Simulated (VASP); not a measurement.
Wanted: the native input for a VASP 6.6.1 run.

* Task: density of states
* Functional: PBE
* Potentials or basis: VASP PAW PBE potentials, release 64 (La)
* Cutoff: 520 eV
* k mesh: 13 × 13 × 7
* Occupations: fermi-dirac, width 0.08 eV
* Spin: no spin polarisation
* Dipole correction: no
* k mesh for the DOS: 20 × 20 × 11
* Occupations for the DOS: tetrahedron
* Further INCAR settings: ALGO = Normal; EDIFF = 1e-06; NBANDS = 18

La:

```
La
1.0
     3.77668    0.00000    0.00000
    -1.88834    3.27070    0.00000
     0.00000    0.00000    6.10126
La
2
Direct
  0.33333 0.66667 0.25000
  0.66667 0.33333 0.75000
```

One way to write it, as run:

POSCAR

```
La
1.0
    3.7766774636      0.0000000000      0.0000000000
   -1.8883387318      3.2706986254      0.0000000000
    0.0000000000      0.0000000000      6.1012632356
La
2
Direct
    0.3333333333      0.6666666667      0.2500000000
    0.6666666667      0.3333333333      0.7500000000
```

INCAR.step1

```
SYSTEM = La
ALGO = Normal
EDIFF = 1E-6
ENCUT = 520
GGA = PE
ISIF = 2
ISMEAR = -1
LASPH = .TRUE.
LCHARG = .TRUE.
LMAXMIX = 6
LREAL = .FALSE.
LWAVE = .FALSE.
NBANDS = 18
NELM = 100
PREC = Accurate
SIGMA = 0.08
```

KPOINTS.step1

```
k-points
0
G
  13 13 7
  0 0 0
```

INCAR.step2

```
SYSTEM = La
ALGO = Normal
EDIFF = 1E-6
ENCUT = 520
GGA = PE
ICHARG = 11
ISIF = 2
ISMEAR = -5
LASPH = .TRUE.
LCHARG = .FALSE.
LMAXMIX = 6
LORBIT = 11
LREAL = .FALSE.
LWAVE = .FALSE.
NBANDS = 18
NEDOS = 1001
NELM = 100
PREC = Accurate
SIGMA = 0.08
```

KPOINTS.step2

```
k-points
0
G
  20 20 11
  0 0 0
```

Potentials or basis: VASP PAW PBE potentials, release 64 (La).

Command:

```bash
$ cat potpaw_PBE.64/La/POTCAR > POTCAR
$ cp INCAR.step1 INCAR
$ cp KPOINTS.step1 KPOINTS
$ mpirun -np 1 vasp_std > vasp.out
$ cp INCAR.step2 INCAR
$ cp KPOINTS.step2 KPOINTS
$ mpirun -np 1 vasp_std > vasp.out
```

Results of the run:

```
Valence electrons inside the program's atomic spheres : La 8.58
```

Caveat: spin-orbit coupling is left out, which moves the levels of the heavy elements.

It took 11 min on 1 thread of Oxide Virtual Turin-like Processor, with other jobs on the host, peak memory 0.43 GiB.
